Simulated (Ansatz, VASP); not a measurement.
## Two plane-wave programs on SnO2

File POSCAR:

```
SnO2
1.0
    4.8312153838      0.0000000000      0.0000000000
    0.0000000000      4.8314584775      0.0000000000
    0.0000000000      0.0000000000      3.2967320809
Sn O
2 4
Direct
    0.5000000000      0.5000000000      0.5000000000
    0.0000000000      0.0000000000      0.0000000000
    0.3058623571      0.3059582263      0.0000000000
    0.8058623571      0.1940417737      0.5000000000
    0.1941376429      0.8059582263      0.5000000000
    0.6941376429      0.6940417737      0.0000000000
```

INCAR.step1

```
SYSTEM = SnO2
PREC = Accurate
ENCUT = 520
ISMEAR = 0
SIGMA = 0.05
LREAL = .False.
LASPH = .True.
NELM = 60
NBANDS = 35
GGA = PE
ALGO = Normal
EDIFF = 1E-4
LWAVE = .True.
LCHARG = .False.
```

Contents of INCAR.step2:

```
SYSTEM = SnO2
PREC = Accurate
ENCUT = 520
EDIFF = 1E-7
ISMEAR = 0
SIGMA = 0.05
LREAL = .False.
LASPH = .True.
NELM = 60
ALGO = Normal
ISIF = 2
LWAVE = .False.
LCHARG = .True.
METAGGA = R2SCAN
LMIXTAU = .True.
LELF = .True.
LVHAR = .True.
NBANDS = 35
ISTART = 1
```

The input KPOINTS:

```
Automatic mesh
0
Gamma
  6 6 8
  0 0 0
```

Input for Ansatz:

```yaml
crystal:
  lattice:
    - [4.8312153838, 0.0, 0.0]
    - [0.0, 4.8314584775, 0.0]
    - [0.0, 0.0, 3.2967320809]
  atoms:
    - { symbol: Sn, position: [0.5, 0.5, 0.5] }
    - { symbol: Sn, position: [0.0, 0.0, 0.0] }
    - { symbol: O, position: [0.3058623571, 0.3059582263, 0.0] }
    - { symbol: O, position: [0.8058623571, 0.1940417737, 0.5] }
    - { symbol: O, position: [0.1941376429, 0.8059582263, 0.5] }
    - { symbol: O, position: [0.6941376429, 0.6940417737, 0.0] }
basis:
  ecutwfc: 500
kpoints:
  mp_grid: { grid: [6, 6, 8] }
hamiltonian:
  xc: r2scan
scf:
  occupations: { method: gaussian, width: 0.05 }
output:
  forces: true
  stress: true
  eigenvalues: true
```

Change from the starting cell: strain +0.015 along x and y, +0.030 along z, atoms carried along.

Alike in both runs: task single point; functional r2SCAN; k mesh 6 × 6 × 8; occupations gaussian, width 0.05 eV; no spin polarisation.

|  | VASP | Ansatz |
| --- | --- | --- |
| version | VASP 6.6.1 | Ansatz 0.2.0 |
| potentials or method | VASP PAW PBE potentials, release 64 (Sn_d, O), cutoff 520 eV | scalar-relativistic, plane waves, PAW |
| valence electrons in the cell | 52 | 52 |

Ansatz gave:

- gap on the k mesh at the Fermi level (eV): 1.03
- least direct gap on the mesh (eV): 1.03
- pressure (GPa): -11.6
- traceless stress, the component that is largest in VASP (GPa): -3.95
- rms of the force components (eV/Å): 0.091

Problem. Which values does VASP return?

Solution. gap on the k mesh at the Fermi level (eV): 1.05; least direct gap on the mesh (eV): 1.05; pressure (GPa): -10.7; traceless stress, the component that is largest in VASP (GPa): -3.72; rms of the force components (eV/Å): 0.084.

VASP's potentials were made for PBE, not for r2SCAN. Atom by atom the forces differ by 0.008 eV/Å (rms over components).
